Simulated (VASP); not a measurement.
Here is a VASP 6.6.1 calculation.

File INCAR:

```
PREC = Accurate
ENCUT = 400
EDIFF = 1E-6
ISMEAR = 1
SIGMA = 0.1
LREAL = False
LASPH = True
NELM = 120
ALGO = Normal
ISIF = 2
LWAVE = False
LCHARG = True
LDIPOL = True
IDIPOL = 3
DIPOL = 0.5 0.5 0.642
GGA = PE
LELF = True
LVHAR = True
LVACPOTAV = True
NBANDS = 12
GGA_COMPAT = False
NELMDL = -8
```

Contents of KPOINTS:

```
Automatic mesh
0
Gamma
  15 15 1
```

The input POSCAR:

```
Al
1.0
    1.4602435473      2.5292160153      0.0000000000
   -2.9204870946      0.0000000000      0.0000000000
    0.0000000000      0.0000000000     24.2052398589
Al
3
Direct
    0.6666666667      0.3333333333      0.5457191149
    0.3333333333      0.6666666667      0.6409741054
    0.0000000000      1.0000000000      0.7383641897
```

Potentials or basis: VASP PAW PBE potentials, release 64 (Al).

The run is started by

```sh
$ cat potpaw_PBE.64/Al/POTCAR > POTCAR
$ mpirun -np 1 vasp_std > vasp.out
```

Question: What does it give for the largest force?

Answer: 0.138 eV/Å.

Question: Estimate the band gap on the k mesh.

Answer: Zero (an odd number of electrons rules out a gap without spin polarisation).

Forces in eV/Å, atoms in the order of the input:
```
Al   0.000  0.000 -0.017
Al   0.000  0.000  0.138
Al   0.000  0.000 -0.120
```
